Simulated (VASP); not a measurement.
A run of VASP 6.6.1 is set up as follows.

INCAR

```
SYSTEM = Pb
  PREC = Accurate
  ENCUT = 520
  EDIFF = 1E-7
  ISMEAR = -1
  SIGMA = 0.1
  LREAL = .FALSE.
  LASPH = .TRUE.
  NELM = 80
  ALGO = Normal
  ISIF = 2
  LWAVE = .FALSE.
  LCHARG = .FALSE.
  GGA = RE
  NBANDS = 28
```

KPOINTS

```
regular mesh
0
G
  7 7 10
  0 0 0
```

The input POSCAR:

```
Pb
1.0
    5.9020135722      0.0000000000      0.0000000000
   -2.9510067861      5.1112936870      0.0000000000
    0.0000000000      0.0000000000      3.5625559627
Pb
3
Direct
    0.0000000000      0.0000000000      0.0000000000
    0.3333333333      0.6666666667      0.5000000000
    0.6666666667      0.3333333333      0.5000000000
```

Potentials or basis: VASP PAW PBE potentials, release 64 (Pb_d).

The run is started by

```bash
$ cat potpaw_PBE.64/Pb_d/POTCAR > POTCAR
$ mpirun -np 1 vasp_std > vasp.out
```

Question: Predict the pressure.

Answer: -2.2 GPa.

Question: Estimate the band gap on the k mesh.

Answer: Zero (band 21 reaches 7.20 eV, above the bottom of band 22 at 4.03 eV).

Stress tensor (GPa, compression positive):
```
-2.01  0.00  0.00
 0.00 -2.01  0.00
 0.00  0.00 -2.69
```

Caveat: the PAW data sets were made with another functional, which shifts forces and pressure a little; spin-orbit coupling is left out, which moves the levels of the heavy elements.
